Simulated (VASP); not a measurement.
Write the native input for VASP 6.6.1 that does the following.

* Task: single point
* Functional: PBE
* Potentials or basis: VASP PAW PBE potentials, release 64 (Sn_d, O)
* Cutoff: 520 eV
* k mesh: 6 × 6 × 8
* Occupations: gaussian, width 0.02 eV
* Spin: no spin polarisation
* Dipole correction: no
* Further INCAR settings: ALGO = Normal; EDIFF = 1e-07; NBANDS = 35

The structure of SnO2 lies in POSCAR:

```
SnO2
1.0
    4.8265233687      0.0000000000      0.0000000000
    0.0000000000      4.8283705506      0.0000000000
    0.0000000000      0.0000000000      3.2381611843
Sn O
2 4
Direct
    0.5000000000      0.5000000000      0.5000000000
    0.0000000000      0.0000000000      0.0000000000
    0.3064971199      0.3066609275      0.0000000000
    0.8064971199      0.1933390725      0.5000000000
    0.1935028801      0.8066609275      0.5000000000
    0.6935028801      0.6933390725      0.0000000000
```

One way to write it, as run:

INCAR

```
  PREC = Accurate
  ENCUT = 520
  EDIFF = 1E-7
  ISMEAR = 0
  SIGMA = 0.02
  LREAL = F
  LASPH = T
  NELM = 60
  ALGO = Normal
  ISIF = 2
  LWAVE = F
  LCHARG = T
  GGA = PE
  LELF = T
  LVHAR = T
  NBANDS = 35
```

KPOINTS

```
regular mesh
0
Gamma
  6 6 8
```

Potentials or basis: VASP PAW PBE potentials, release 64 (Sn_d, O).

Launch:

```sh
$ cat potpaw_PBE.64/Sn_d/POTCAR potpaw_PBE.64/O/POTCAR > POTCAR
$ mpirun -np 1 vasp_std > vasp.out
```

Results of the run:

The pressure is 0.6 GPa. The largest force is 0.017 eV/Å. The band gap on the k mesh is 0.67 eV.

Caveat: spin-orbit coupling is left out, which moves the levels of the heavy elements.

Wall time 4.1 min on 1 thread of AMD EPYC 7R13 (shared host), peak memory 0.26 GiB.
